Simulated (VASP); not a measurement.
Write the native input for VASP 6.6.1 that does the following.

```
Task                   : single point
Functional             : r2SCAN
Potentials or basis    : VASP PAW PBE potentials, release 64 (Zn, S)
Cutoff                 : 520 eV
k mesh                 : 6 × 6 × 4
Occupations            : gaussian, width 0.02 eV
Spin                   : no spin polarisation
Dipole correction      : no
Further INCAR settings : ALGO = Normal; EDIFF = 1e-06; NBANDS = 26
```

The system is ZnS.

```
Zn S
1.0
     3.92071    0.00000    0.00000
    -1.96036    3.39544    0.00000
     0.00000    0.00000    6.13754
Zn S
2 2
Direct
  0.33333 0.66667 0.99633
  0.66667 0.33333 0.49633
  0.33333 0.66667 0.37867
  0.66667 0.33333 0.87867
```

This cell differs from its parent crystal: biaxial strain in the a-b plane: +3.0 %, then relaxed in part.

One way to write it, as run:

POSCAR

```
ZnS
1.0
    3.9207141578      0.0000000000      0.0000000000
   -1.9603570789      3.3954380616      0.0000000000
    0.0000000000      0.0000000000      6.1375398947
Zn S
2 2
Direct
    0.3333333333      0.6666666667     -0.0036703428
    0.6666666667      0.3333333333      0.4963296572
    0.3333333333      0.6666666667      0.3786703428
    0.6666666667      0.3333333333      0.8786703428
```

INCAR.step1

```
SYSTEM = ZnS
PREC = Accurate
ENCUT = 520
ISMEAR = 0
SIGMA = 0.02
LREAL = .FALSE.
LASPH = .TRUE.
NELM = 60
NBANDS = 26
GGA = PE
ALGO = Normal
EDIFF = 1E-4
LWAVE = .TRUE.
LCHARG = .FALSE.
```

INCAR.step2

```
SYSTEM = ZnS
PREC = Accurate
ENCUT = 520
EDIFF = 1E-6
ISMEAR = 0
SIGMA = 0.02
LREAL = .FALSE.
LASPH = .TRUE.
NELM = 60
ALGO = Normal
ISIF = 2
LWAVE = .FALSE.
LCHARG = .FALSE.
METAGGA = R2SCAN
LMIXTAU = .TRUE.
NBANDS = 26
ISTART = 1
```

KPOINTS

```
regular mesh
0
G
  6 6 4
  0 0 0
```

Potentials or basis: VASP PAW PBE potentials, release 64 (Zn, S).

Launch:

```sh
$ cat potpaw_PBE.64/Zn/POTCAR potpaw_PBE.64/S/POTCAR > POTCAR
$ cp INCAR.step1 INCAR
$ mpirun -np 1 vasp_std > vasp.out
$ cp INCAR.step2 INCAR
$ mpirun -np 1 vasp_std > vasp.out
```

It gave:

```yaml
Pressure: -2.9 GPa
Band_gap_on_the_k_mesh: 2.56 eV
```

Caveat: the cell differs from its parent crystal (biaxial strain in the a-b plane: +3.0 %, then relaxed in part); the PAW data sets were made with another functional, which shifts forces and pressure a little.

Run time: 100 s on 1 thread of Intel(R) Xeon(R) Platinum 8559C (Emerald Rapids), with other jobs on the host, peak memory 0.22 GiB.
